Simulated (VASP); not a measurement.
A run of VASP 6.6.1:

The input INCAR:

```
PREC = Accurate
ENCUT = 520
EDIFF = 1E-6
ISMEAR = -1
SIGMA = 0.05
LREAL = F
LASPH = T
NELM = 150
ALGO = Normal
ISIF = 2
LWAVE = F
LCHARG = F
ISPIN = 2
MAGMOM = 0 0 4 4
LORBIT = 11
LMAXMIX = 4
GGA = PS
IVDW = 13
NBANDS = 30
```

File KPOINTS:

```
Automatic mesh
0
Gamma
  7 7 5
```

File POSCAR:

```
MnSb
1.0
    3.9530595442      0.0000000000      0.0000000000
   -1.9765297721      3.4234499880      0.0000000000
    0.0000000000      0.0000000000      5.3732486686
Sb Mn
2 2
Direct
    0.6666666667      0.3333333333      0.7500000000
    0.3333333333      0.6666666667      0.2500000000
    0.0000000000      0.0000000000      0.5000000000
    0.0000000000      0.0000000000      0.0000000000
```

Potentials or basis: VASP PAW PBE potentials, release 64 (Sb, Mn_pv).

Command:

```sh
$ cat potpaw_PBE.64/Sb/POTCAR potpaw_PBE.64/Mn_pv/POTCAR > POTCAR
$ mpirun -np 1 vasp_std > vasp.out
```

Hardware: 1 thread of AMD EPYC 7R13 (shared host).

Problem. Estimate the wall time of this run.

Solution. It took 3.3 min on 1 thread of AMD EPYC 7R13, with other jobs on the host, peak memory 0.22 GiB. Counts: scf iterations 15, k points 24.
